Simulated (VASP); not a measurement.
# Tl2Ge (I4_1/amd) in VASP: a series of runs

Tl2Ge is run at these levels: PBE; tasks: single point, relaxation of cell and atoms.

All numbers are computed with VASP 6.6.1; they aren't measurements. Logs are shortened: lines on timing, memory, paths and dates and some standing lists are left out, and cuts for length are marked.

### Step 1. The cell of the first run

The structure is tetragonal, space group I4_1/amd (No. 141). Conventional cell: a = 5.016 Å, b = 5.016 Å, c = 12.609 Å, α = 90.00°, β = 90.00°, γ = 90.00°. Within 3.4 Å of Tl (site symmetry 2mm) lie 3 Ge at 2.57 to 2.61 Å and 2 Tl at 3.24 Å. Ge (site symmetry -4m2) has 6 Tl at 2.57 to 2.61 Å within 3.4 Å.

### Step 2. Single point, PBE

The input, INCAR:

```
  ALGO = Fast
  EDIFF = 1E-7
  ENCUT = 520
  GGA = PE
  ISIF = 2
  ISMEAR = 0
  LASPH = T
  LCHARG = T
  LELF = T
  LREAL = F
  LVHAR = T
  LWAVE = F
  NBANDS = 49
  NELM = 100
  PREC = Accurate
  SIGMA = 0.1
```

The input, KPOINTS:

```
k-points
0
Gamma
  6 6 6
```

The input, POSCAR:

```
Tl2Ge
1.0
   -2.5081442653      2.5081442653      6.3044873289
    2.5081442653     -2.5081442653      6.3044873289
    2.5081442653      2.5081442653     -6.3044873289
Tl Ge
4 2
Direct
    0.2066000000      0.2066000000      0.0000000000
    0.9566000000      0.4566000000      0.5000000000
    0.5434000000      0.0434000000      0.5000000000
    0.7934000000      0.7934000000      0.0000000000
    0.0000000000      0.0000000000      0.0000000000
    0.7500000000      0.2500000000      0.5000000000
```

Potentials or basis: VASP PAW PBE potentials, release 64 (Tl_d, Ge_d).

Started as:

```bash
cat potpaw_PBE.64/Tl_d/POTCAR potpaw_PBE.64/Ge_d/POTCAR > POTCAR
mpirun -np 1 vasp_std > vasp.out
```

OUTCAR:

```text
EDIFF = 1E-7
   ENCUT = 520
   GGA = PE
   ISIF = 2
   ISMEAR = 0
   LASPH = T
   LREAL = F
   NELM = 100
   PREC = Accurate

 ion  position               nearest neighbor table
   1  0.207  0.207  0.000-   6 2.57   6 2.57   5 2.61   3 3.24   3 3.24   4 3.71   4 3.71   4 3.71
                             4 3.71   2 4.03   2 4.03   2 4.03   2 4.03
   2  0.957  0.457  0.500-   5 2.57   5 2.57   6 2.61   4 3.24   4 3.24   3 3.71   3 3.71   3 3.71
                             3 3.71   1 4.03   1 4.03   1 4.03   1 4.03
   3  0.543  0.043  0.500-   5 2.57   5 2.57   6 2.61   1 3.24   1 3.24   2 3.71   2 3.71   2 3.71
                             2 3.71   4 4.03   4 4.03   4 4.03   4 4.03
   4  0.793  0.793  0.000-   6 2.57   6 2.57   5 2.61   2 3.24   2 3.24   1 3.71   1 3.71   1 3.71
                             1 3.71   3 4.03   3 4.03   3 4.03   3 4.03
   5  0.000  0.000  0.000-   3 2.57   2 2.57   3 2.57   2 2.57   1 2.61   4 2.61
   6  0.750  0.250  0.500-   4 2.57   1 2.57   4 2.57   1 2.57   2 2.61   3 2.61

  LATTYP: Found a body centered tetragonal cell.
 ALAT       =     5.0162885306
 C/A-ratio  =     2.5136063408

  Lattice vectors:

 A1 = (  -2.5081442653,   2.5081442653,   6.3044873289)
 A2 = (   2.5081442653,  -2.5081442653,   6.3044873289)
 A3 = (   2.5081442653,   2.5081442653,  -6.3044873289)

Analysis of symmetry for initial positions (statically):
=====================================================================
 Subroutine PRICEL returns:
 Original cell was already a primitive cell.

 Routine SETGRP: Setting up the symmetry group for a
 body centered tetragonal supercell.

 Subroutine GETGRP returns: Found 16 space group operations
 (whereof  8 operations were pure point group operations)
 out of a pool of 16 trial point group operations.

The static configuration has the point symmetry D_2d.
 The point group associated with its full space group is D_4h.

Analysis of symmetry for dynamics (positions and initial velocities):
=====================================================================
 Subroutine PRICEL returns:
 Original cell was already a primitive cell.

 Routine SETGRP: Setting up the symmetry group for a
 body centered tetragonal supercell.

 Subroutine GETGRP returns: Found 16 space group operations
 (whereof  8 operations were pure point group operations)
 out of a pool of 16 trial point group operations.

The dynamic configuration has the point symmetry D_2d.
 The point group associated with its full space group is D_4h.

 Subroutine INISYM returns: Found 16 space group operations
 (whereof  8 operations are pure point group operations),
 and found     1 'primitive' translations

----------------------------------------------------------------------------------------

                                     Primitive cell

  volume of cell :     158.6408

  direct lattice vectors                    reciprocal lattice vectors
    -2.508144265  2.508144265  6.304487329     0.000000000  0.199350574  0.079308590
     2.508144265 -2.508144265  6.304487329     0.199350574  0.000000000  0.079308590
     2.508144265  2.508144265 -6.304487329     0.199350574  0.199350574  0.000000000

  length of vectors
     7.233818894  7.233818894  7.233818894     0.214547207  0.214547207  0.281924286

  position of ions in fractional coordinates (direct lattice)
     0.206600000  0.206600000  0.000000000
     0.956600000  0.456600000  0.500000000
     0.543400000  0.043400000  0.500000000
     0.793400000  0.793400000  0.000000000
     0.000000000  0.000000000  0.000000000
     0.750000000  0.250000000  0.500000000

  ion indices of the primitive-cell ions
   primitive index   ion index
                 1           1
                 2           2
                 3           3
                 4           4
                 5           5
                 6           6

----------------------------------------------------------------------------------------

 KPOINTS: k-points

Automatic generation of k-mesh.
 Grid dimensions read from file:
 generate k-points for:    6    6    6

 Generating k-lattice:

  Cartesian coordinates                     Fractional coordinates (reciprocal lattice)
     0.000000000  0.033225096  0.013218098     0.166666667  0.000000000  0.000000000
     0.033225096  0.000000000  0.013218098     0.000000000  0.166666667  0.000000000
     0.033225096  0.033225096  0.000000000     0.000000000  0.000000000  0.166666667

  Length of vectors
     0.035757868  0.035757868  0.046987381

  Shift w.r.t. Gamma in fractional coordinates (k-lattice)
     0.000000000  0.000000000  0.000000000

 Subroutine IBZKPT returns following result:
 ===========================================

 Found     30 irreducible k-points:

 Following reciprocal coordinates:
            Coordinates               Weight
  0.000000  0.000000  0.000000      1.000000
  0.166667  0.000000  0.000000      8.000000
  0.333333  0.000000  0.000000      8.000000
[... 48 lines left out ...]
  Thomas-Fermi vector in A             =   2.434093
   LORBIT       =      0    0 simple, 1 ext, 2 COOP (PROOUT), +10 PAW based schemes
   GGA     = PE    functional components
   LHFCALC =     F    Hartree Fock is set to
   AEXX    =    0.0000 exact exchange contribution
   IVDW    =     0    specifies the selected vdW correction
   LEPSILON=     F    determine dielectric tensor
   LRPA    =     F    only Hartree local field effects (RPA)
 non-spin polarized calculation
 RMM-DIIS sequential band-by-band and
 Gauss-broadening in eV      SIGMA  =   0.10
  energy-cutoff  :      520.00
  volume of cell :      158.64
 maximum number of plane-waves:      4311
 NGX is ok and might be reduce to    54
   NGX = 27   NGY = 27   NGZ = 27

 number of electron      80.0000004 magnetization

 Free energy of the ion-electron system (eV)
  ---------------------------------------------------
  ext. energy  EPLUGINS =         0.00000000
  ---------------------------------------------------
  free energy    TOTEN  =       -13.14696881 eV

  energy without entropy =      -13.14065005  energy(sigma->0) =      -13.14380943

 E-fermi :   6.5146     XC(G=0):  -9.8954

 val. band max:        6.4755480987   @ k =   0.5000   0.1667   0.0000
 cond. band min:       6.5681692970   @ k =  -0.1667   0.1667   0.1667
 fundamental gap:      0.0926211983
 Fermi energy:         6.5146215116

 k-point     1 :       0.0000    0.0000    0.0000
  band No.  band energies     occupation
      1     -18.7267      2.00000
      2     -18.7241      2.00000
      3     -18.6896      2.00000
      4     -18.6891      2.00000
      5     -18.6730      2.00000
      6     -18.6712      2.00000
[... 41 lines left out ...]
     48      12.0531      0.00000
     49      12.3407      0.00000

 k-point     2 :       0.1667    0.0000    0.0000
  band No.  band energies     occupation
      1     -18.7248      2.00000
      2     -18.7225      2.00000
      3     -18.6892      2.00000
      4     -18.6889      2.00000
      5     -18.6726      2.00000
      6     -18.6710      2.00000
[... 41 lines left out ...]
     48      11.1561      0.00000
     49      12.5682      0.00000

 k-point     3 :       0.3333    0.0000    0.0000
  band No.  band energies     occupation
      1     -18.7209      2.00000
      2     -18.7193      2.00000
      3     -18.6885      2.00000
      4     -18.6881      2.00000
      5     -18.6718      2.00000
      6     -18.6706      2.00000
[... 41 lines left out ...]
     48      10.0577      0.00000
     49      13.0411      0.00000

 k-point     4 :       0.5000    0.0000   -0.0000
  band No.  band energies     occupation
      1     -18.7189      2.00000
      2     -18.7179      2.00000
      3     -18.6881      2.00000
      4     -18.6875      2.00000
      5     -18.6714      2.00000
      6     -18.6705      2.00000
[... 977 lines left out ...]
     48      10.5883      0.00000
     49      12.3608      0.00000

 k-point    23 :      -0.3333   -0.3333    0.1667
  band No.  band energies     occupation
      1     -18.7224      2.00000
      2     -18.7213      2.00000
      3     -18.6888      2.00000
      4     -18.6887      2.00000
      5     -18.6719      2.00000
      6     -18.6711      2.00000
[... 41 lines left out ...]
     48      10.6084      0.00000
     49      12.0685      0.00000

 k-point    24 :      -0.1667   -0.3333    0.1667
  band No.  band energies     occupation
      1     -18.7245      2.00000
      2     -18.7228      2.00000
      3     -18.6892      2.00000
      4     -18.6889      2.00000
      5     -18.6724      2.00000
      6     -18.6712      2.00000
[... 41 lines left out ...]
     48      10.4712      0.00000
     49      12.6312      0.00000

 [... further k-points ...]

------------------------ aborting loop because EDIFF is reached ----------------------------------------

  FORCE on cell =-STRESS in cart. coord.  units (eV):
  Direction    XX          YY          ZZ          XY          YZ          ZX
  --------------------------------------------------------------------------------------
  -------------------------------------------------------------------------------------
  Total       17.8363334     17.8363334     21.5284164      0.0000000      0.0000000      0.0000000
  in kB      180.1363553    180.1363553    217.4241967      0.0000000      0.0000000      0.0000000
  external PRESSURE =     192.5656358 kB  Pullay stress =       0.0000000 kB

 VOLUME and BASIS-vectors are now :
 -----------------------------------------------------------------------------
  energy-cutoff  :      520.00
  volume of cell :      158.64
      direct lattice vectors                 reciprocal lattice vectors
    -2.508144265  2.508144265  6.304487329     0.000000000  0.199350574  0.079308590
     2.508144265 -2.508144265  6.304487329     0.199350574  0.000000000  0.079308590
     2.508144265  2.508144265 -6.304487329     0.199350574  0.199350574  0.000000000

 POSITION                                       TOTAL-FORCE (eV/Angst)
 -----------------------------------------------------------------------------------
      0.00000      0.00000      2.60501         0.000000     -0.000000      1.384073
      0.00000      2.50814      5.75726        -0.000000      0.000000      1.384073
      0.00000      2.50814      0.54723        -0.000000      0.000000     -1.384073
      0.00000      0.00000     10.00396         0.000000     -0.000000     -1.384073
      0.00000      0.00000      0.00000        -0.000000     -0.000000      0.000000
      0.00000      2.50814      3.15224        -0.000000     -0.000000      0.000000
 -----------------------------------------------------------------------------------
    total drift:                               -0.000000     -0.000000      0.000000

  FREE ENERGIE OF THE ION-ELECTRON SYSTEM (eV)
  ---------------------------------------------------
  free  energy   TOTEN  =       -13.1469688144 eV

  energy  without entropy=      -13.1406500510  energy(sigma->0) =      -13.14380943
```

Wall time 4.8 min (1 thread of Intel Xeon 6975P-C (Granite Rapids), shared host); peak memory 0.49 GiB.

Results:

* Free energy: -13.1470 eV
* Pressure: 19.3 GPa
* Largest force: 1.384 eV/Å
* Band gap on the k mesh: zero (bands 40 and 41 overlap by 2.13 eV)

Forces on the atoms (eV/Å):
```
Tl   0.000  0.000  1.384
Tl   0.000  0.000  1.384
Tl   0.000  0.000 -1.384
Tl   0.000  0.000 -1.384
Ge   0.000  0.000  0.000
Ge   0.000  0.000  0.000
```

Levels at points of the mesh, in eV from the Fermi level:
```tsv
k point	band 37	band 38	band 39	band 40	band 41	band 42	band 43	band 44
(0.00, 0.00, 0.00)	-3.95	-2.94	-2.94	-1.84	-1.83	1.20	2.58	3.23
(0.50, 0.00, 0.00)	-3.80	-1.95	-1.79	-1.09	1.48	1.62	1.76	1.80
(0.50, 0.50, 0.00)	-2.29	-2.29	-1.72	-1.72	2.54	2.54	3.40	3.40
(0.50, 0.50, 0.50)	-3.64	-3.64	-1.84	-1.84	-0.49	-0.49	2.06	2.06
```

Caveat: the cell stands under pressure; spin-orbit coupling is left out, which moves the levels of the heavy elements; forces of over 1 eV/Å act on the atoms, so gaps and moduli don't describe the material at rest.

### Step 3. Single point, PBE

This run uses another cell than the first one, of 37.37 Å³/atom.

The input, INCAR:

```
SYSTEM = Tl2Ge
PREC = Accurate
ENCUT = 520
EDIFF = 1E-6
ISMEAR = 0
SIGMA = 0.1
LREAL = .FALSE.
LASPH = .TRUE.
NELM = 100
ALGO = Fast
ISIF = 2
LWAVE = .FALSE.
LCHARG = .FALSE.
GGA = PE
NBANDS = 49
```

The input, KPOINTS:

```
Automatic mesh
0
G
  6 6 6
  0 0 0
```

The input, POSCAR:

```
Tl2Ge
1.0
   -2.8048228156      2.8048228156      7.1250397075
    2.8048228156     -2.8048228156      7.1250397075
    2.8048228156      2.8048228156     -7.1250397075
Tl Ge
4 2
Direct
    0.2096141274      0.2096141274      0.0000000000
    0.9596141274      0.4596141274      0.5000000000
    0.5403858726      0.0403858726      0.5000000000
    0.7903858726      0.7903858726      0.0000000000
    0.0000000000      0.0000000000      0.0000000000
    0.7500000000      0.2500000000      0.5000000000
```

Potentials or basis: VASP PAW PBE potentials, release 64 (Tl_d, Ge_d).

Started as:

```bash
cat potpaw_PBE.64/Tl_d/POTCAR potpaw_PBE.64/Ge_d/POTCAR > POTCAR
mpirun -np 1 vasp_std > vasp.out
```

It took 8 min on 1 thread of Intel Xeon 6975P-C (Granite Rapids), shared host; peak memory 0.67 GiB.

It converged, with:

```
Free energy            : -16.0722 eV
Pressure               : 0.2 GPa
Largest force          : 0.006 eV/Å
Band gap on the k mesh : zero (bands 40 and 41 overlap by 1.79 eV)
```

Forces in eV/Å, atoms in the order of the input:
```
Tl   0.000  0.000 -0.006
Tl   0.000  0.000 -0.006
Tl   0.000  0.000  0.006
Tl   0.000  0.000  0.006
Ge   0.000  0.000  0.000
Ge   0.000  0.000  0.000
```

Stress tensor (GPa, compression positive):
```
0.13 0.00 0.00
0.00 0.13 0.00
0.00 0.00 0.20
```

Levels at points of the mesh, in eV from the Fermi level:
```tsv
k point	band 36	band 37	band 38	band 39	band 40	band 41	band 42	band 43	band 44	band 45
(0.00, 0.00, 0.00)	-2.98	-2.64	-2.64	-2.01	-2.01	-1.59	0.73	2.01	2.92	2.92
(0.50, 0.00, 0.00)	-4.35	-2.55	-1.35	-1.26	-1.20	1.16	1.61	1.70	1.76	1.96
(0.50, 0.50, 0.00)	-5.88	-1.45	-1.45	-0.77	-0.77	1.83	1.83	2.56	2.56	3.49
(0.50, 0.50, 0.50)	-4.06	-3.00	-3.00	-1.38	-1.38	-0.67	-0.67	2.11	2.11	2.22
```

Caveat: spin-orbit coupling is left out, which moves the levels of the heavy elements.

### Step 4. Relaxation of cell and atoms, PBE

The input, INCAR:

```
SYSTEM = Tl2Ge
ALGO     = Fast           ! electronic algorithm
EDIFF    = 1E-6           ! SCF threshold, eV
EDIFFG   = -0.04          ! ionic threshold
ENCUT    = 600            ! plane-wave cutoff, eV
GGA      = PE             ! functional
IBRION   = 2              ! ionic algorithm
ISIF     = 3              ! what is computed and relaxed
ISMEAR   = 0              ! smearing method
LASPH    = .TRUE.         ! aspherical terms in the spheres
LCHARG   = .FALSE.        ! write CHGCAR
LREAL    = .FALSE.        ! projectors in reciprocal space
LWAVE    = .FALSE.        ! write WAVECAR
NELM     = 100            ! most SCF steps
NSW      = 90             ! ionic steps
PREC     = Accurate       ! precision mode
SIGMA    = 0.1            ! smearing width, eV
```

The input, KPOINTS:

```
k-points
0
G
  6 6 6
  0 0 0
```

The input, POSCAR:

```
Tl2Ge
1.0
   -2.5081442653      2.5081442653      6.3044873289
    2.5081442653     -2.5081442653      6.3044873289
    2.5081442653      2.5081442653     -6.3044873289
Tl Ge
4 2
Direct
    0.2066000000      0.2066000000      0.0000000000
    0.9566000000      0.4566000000      0.5000000000
    0.5434000000      0.0434000000      0.5000000000
    0.7934000000      0.7934000000      0.0000000000
    0.0000000000      0.0000000000      0.0000000000
    0.7500000000      0.2500000000      0.5000000000
```

Started as:

```bash
cat potpaw_PBE.64/Tl_d/POTCAR potpaw_PBE.64/Ge_d/POTCAR > POTCAR
mpirun -np 1 vasp_std > vasp.out
```

It took 27 min on 1 thread of Intel Xeon 6975P-C (Granite Rapids), shared host; peak memory 0.64 GiB.

The run converged. Its results:

```
Free energy                           : -16.0499 eV
Relaxed volume                        : 37.36 Å³/atom
Relaxed cell                          : a = 8.138 Å, b = 8.138 Å, c = 8.138 Å, α = 139.61°, β = 139.61°, γ = 58.44°
Space group after relaxing (to 0.1 Å) : I4_1/amd (No. 141)
Energy gained by relaxing             : 483.7 meV/atom
Ionic steps                           : 7
Pressure after relaxing               : 0.1 GPa
Largest force after relaxing          : 0.008 eV/Å
Band gap on the k mesh                : zero (bands 40 and 41 overlap by 1.83 eV)
```

Forces on the atoms (eV/Å):
```
Tl   0.000  0.000 -0.008
Tl   0.000  0.000 -0.008
Tl   0.000  0.000  0.008
Tl   0.000  0.000  0.008
Ge   0.000  0.000  0.000
Ge   0.000  0.000  0.000
```

Stress tensor (GPa, compression positive):
```
0.05 0.00 0.00
0.00 0.05 0.00
0.00 0.00 0.16
```

Step by step:
```
step  energy change (eV)  largest force (eV/Å)  pressure (GPa)  volume (Å³)
   1              0.0000                1.3839           19.30       158.64
   2             -2.7972                0.1939           -1.38       243.52
   3             -2.8936                0.0609            0.37       220.90
   4             -2.8965                0.0920            0.02       224.50
   5             -2.8963                0.0779            0.18       223.03
   6             -2.9008                0.0456            0.12       223.57
   7             -2.9023                0.0080            0.09       224.17
```

Final structure:
```
CELL_PARAMETERS angstrom
-2.80912 2.80912 7.10189
2.80912 -2.80912 7.10189
2.80912 2.80912 -7.10189
ATOMIC_POSITIONS crystal
Tl 0.21031 0.21031 0.00000
Tl 0.96031 0.46031 0.50000
Tl 0.53969 0.03969 0.50000
Tl 0.78969 0.78969 0.00000
Ge 0.00000 0.00000 0.00000
Ge 0.75000 0.25000 0.50000
```

Levels at points of the mesh, in eV from the Fermi level:
| k point | band 36 | band 37 | band 38 | band 39 | band 40 | band 41 | band 42 | band 43 | band 44 | band 45 |
| --- | --- | --- | --- | --- | --- | --- | --- | --- | --- | --- |
| (0.00, 0.00, 0.00) | -2.99 | -2.63 | -2.63 | -2.01 | -2.01 | -1.62 | 0.75 | 2.05 | 2.90 | 2.90 |
| (0.50, 0.00, 0.00) | -4.33 | -2.55 | -1.35 | -1.24 | -1.21 | 1.19 | 1.61 | 1.72 | 1.77 | 1.97 |
| (0.50, 0.50, 0.00) | -5.88 | -1.43 | -1.43 | -0.77 | -0.77 | 1.86 | 1.86 | 2.58 | 2.58 | 3.47 |
| (0.50, 0.50, 0.50) | -4.05 | -3.00 | -3.00 | -1.38 | -1.38 | -0.67 | -0.67 | 2.13 | 2.13 | 2.21 |

Caveat: the volume moved by over 15 % at a fixed basis, so the end points are rough; spin-orbit coupling is left out, which moves the levels of the heavy elements.

### Step 5. Overview

```tsv
task	cell	cutoff (eV)	gap on the mesh (eV)	pressure (GPa)	largest force (eV/Å)
single point	a = 7.234 Å, angles 139.4, 139.4, 58.7°, 6 atoms, atomic positions A	520	none	19.3	1.38
single point	a = 8.155 Å, angles 139.8, 139.8, 58.2°, 6 atoms, atomic positions B	520	none	0.2	0.01
relaxation of cell and atoms	relaxed from a = 7.234 Å, angles 139.4, 139.4, 58.7°, 6 atoms, atomic positions A	600	none	0.1	0.01
```

Alike in all rows: level PBE; potentials or basis VASP PAW PBE potentials, release 64 (Tl_d, Ge_d); no spin polarisation; k mesh 6 × 6 × 6; smearing gaussian 0.1 eV.

Caveats: spin-orbit coupling is left out, which moves the levels of the heavy elements; the cell stands under pressure (at least some runs); forces of over 1 eV/Å act on the atoms, so gaps and moduli don't describe the material at rest (at least some runs); the volume moved by over 15 % at a fixed basis, so the end points are rough (at least some runs).

Absolute energies hang on the potentials; compare differences alone.

The gap in the log of VASP goes by the Fermi energy; the results here count the filled bands.